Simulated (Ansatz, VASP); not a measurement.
Two plane-wave programs on Ge

```
CELL_PARAMETERS angstrom
0.00000 2.86614 2.86614
2.86614 0.00000 2.86614
2.86614 2.86614 0.00000
ATOMIC_POSITIONS crystal
Ge 0.75000 0.75000 0.75000
Ge 0.50000 0.50000 0.50000
```

Alike in both runs: task single point; functional r2SCAN; dispersion rVV10; k mesh 8 × 8 × 8; occupations fermi-dirac, width 0.05 eV; no spin polarisation.

```csv
,VASP,Ansatz
version,VASP 6.6.1,Ansatz 0.2.0
potentials or method,"VASP PAW PBE potentials, release 64 (Ge_d)",Ansatz PAW
plane-wave cutoff (eV),520,500
valence electrons in the cell,28,28
```

|  | VASP | Ansatz | Ansatz less VASP |
| --- | --- | --- | --- |
| pressure (GPa) | -2.7 | -2.7 | +0.01 |

VASP's potentials were made for PBE, not for r2SCAN.
